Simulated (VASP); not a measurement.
**NaF: single point with r2SCAN**

The system is NaF.

```
CELL_PARAMETERS angstrom
0.00000 2.29717 2.29717
2.18530 0.00000 2.29717
2.18530 2.29717 0.00000
ATOMIC_POSITIONS crystal
Na 0.00000 0.00000 0.00000
F 0.50000 0.50000 0.50000
```

This cell differs from its parent crystal: uniaxial x strain -4.9%.

| Property | Result |
| --- | --- |
| Program | VASP 6.6.1 |
| Task | single point |
| Functional | r2SCAN |
| Potentials or basis | VASP PAW PBE potentials, release 64 (Na_pv, F) |
| Cutoff | 520 eV |
| k mesh | 10 × 10 × 10 |
| Occupations | gaussian, width 0.01 eV |
| Spin | no spin polarisation |

```json
{"Pressure": "2.8 GPa", "Band gap on the k mesh": "7.60 eV"}
```

Stress tensor (GPa, compression positive):
```
7.54 0.00 0.00
0.00 0.38 0.00
0.00 0.00 0.38
```

Levels at points of the mesh, in eV from the valence-band top:
```csv
k point,band 3,band 4,band 5,band 6,band 7,band 8,band 9,band 10,band 11,band 12
"(0.00, 0.00, 0.00)",-19.28,-19.27,-0.01,-0.01,0.00,7.60,20.23,20.23,20.59,23.20
"(0.50, 0.00, 0.00)",-19.28,-18.71,-1.73,-0.34,-0.30,12.12,14.07,21.78,22.80,24.50
"(0.50, 0.50, 0.00)",-19.34,-19.33,-1.42,-0.44,-0.39,14.37,14.49,15.57,22.09,22.64
"(0.00, 0.50, 0.50)",-19.35,-19.35,-1.31,-0.51,-0.51,13.83,15.21,15.75,21.76,21.76
```

Run time: 82 s on 1 thread of Intel(R) Xeon(R) Platinum 8259CL CPU @ 2.50GHz (Skylake/Cascade Lake), on a shared host, peak memory 0.15 GiB.

Caveat: the cell differs from its parent crystal (uniaxial x strain -4.9%); the PAW data sets were made with another functional, which shifts forces and pressure a little. A k mesh can miss the band edges.
